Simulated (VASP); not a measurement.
A run of VASP 6.6.1 is set up as follows.

Contents of INCAR:

```
  PREC = Accurate
  ENCUT = 1350
  EDIFF = 1E-6
  ISMEAR = 0
  SIGMA = 0.1
  LREAL = F
  LASPH = T
  NELM = 200
  ALGO = Normal
  ISIF = 2
  LWAVE = F
  LCHARG = T
  GGA = PE
  LELF = T
  LVHAR = T
  NBANDS = 40
  GGA_COMPAT = F
  LMAXMIX = 6
```

File KPOINTS:

```
regular mesh
0
Gamma
  4 4 4
```

Contents of POSCAR:

```
LaY4F
1.0
    0.0000000000      4.1117122500      4.1117122500
    4.1117122500      0.0000000000      4.1117122500
    4.1117122500      4.1117122500      0.0000000000
La Y F
1 4 1
Direct
    0.5000000000      0.5000000000      0.5000000000
    0.1927543900      0.6024152000      0.6024152000
    0.6024152000      0.6024152000      0.6024152000
    0.6024152000      0.1927543900      0.6024152000
    0.6024152000      0.6024152000      0.1927543900
    0.0000000000      0.0000000000      0.0000000000
```

Potentials or basis: VASP PAW PBE potentials, release 64 (La, Y_sv, F_h).

Command:

```bash
$ cat potpaw_PBE.64/La/POTCAR potpaw_PBE.64/Y_sv/POTCAR potpaw_PBE.64/F_h/POTCAR > POTCAR
$ mpirun -np 1 vasp_std > vasp.out
```

(1) What does it give for the band gap on the k mesh?

(2) What does it give for the pressure?

Results:

(1) zero (bands 31 and 32 overlap by 1.12 eV).

(2) -197.8 GPa.

Caveat: atoms lie so close that the PAW spheres overlap strongly, which falsifies energies and pressures; the cell stands under tension; spin-orbit coupling is left out, which moves the levels of the heavy elements; forces of over 1 eV/Å act on the atoms, so gaps and moduli don't describe the material at rest.
